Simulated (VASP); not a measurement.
Cu3Pd: single point with LDA

Crystal: Cu3Pd.

```
Cu Pd
1.0
     3.69700    0.00000    0.00000
     0.00000    3.69700    0.00000
     0.00000    0.00000    3.65900
Cu Pd
3 1
Direct
  0.00000 0.50000 0.50000
  0.50000 0.00000 0.50000
  0.50000 0.50000 0.00000
  0.00000 0.00000 0.00000
```

```json
{"Program": "VASP 6.6.1", "Task": "single point", "Functional": "LDA", "Potentials or basis": "VASP PAW LDA potentials, release 64 (Cu, Pd)", "Cutoff": "520 eV", "k mesh": "6 × 6 × 6", "Occupations": "methfessel-paxton, width 0.1 eV", "Spin": "no spin polarisation"}
```

```
Pressure : -9.7 GPa
```

Stress tensor (GPa, compression positive):
```
-9.90  0.00  0.00
 0.00 -9.90  0.00
 0.00  0.00 -9.38
```

Levels at points of the mesh, in eV from the Fermi level:
```
           k point  band 19  band 20  band 21  band 22  band 23  band 24  band 25  band 26
(0.00, 0.00, 0.00)    -0.45    -0.40    -0.40     2.03     2.03     2.24     8.24     8.27
(0.50, 0.00, 0.00)    -1.51    -1.23    -1.19    -0.42     6.91     7.11     7.11     7.29
(0.50, 0.50, 0.00)    -1.63    -1.63    -0.01    -0.01     1.07     1.22     9.44    10.79
(0.00, 0.00, 0.50)    -1.48    -1.24    -1.23    -0.48     6.99     6.99     7.22     7.22
(0.50, 0.00, 0.50)    -1.60    -1.60     0.03     0.03     1.14     1.27     9.30    10.60
(0.50, 0.50, 0.50)    -0.78    -0.77    -0.73    -0.11    -0.11    -0.10     4.88     4.93
```

Wall time 48 s on 1 thread of Intel(R) Xeon(R) Platinum 8375C CPU @ 2.90GHz (Ice Lake) (shared host), peak memory 0.17 GiB.
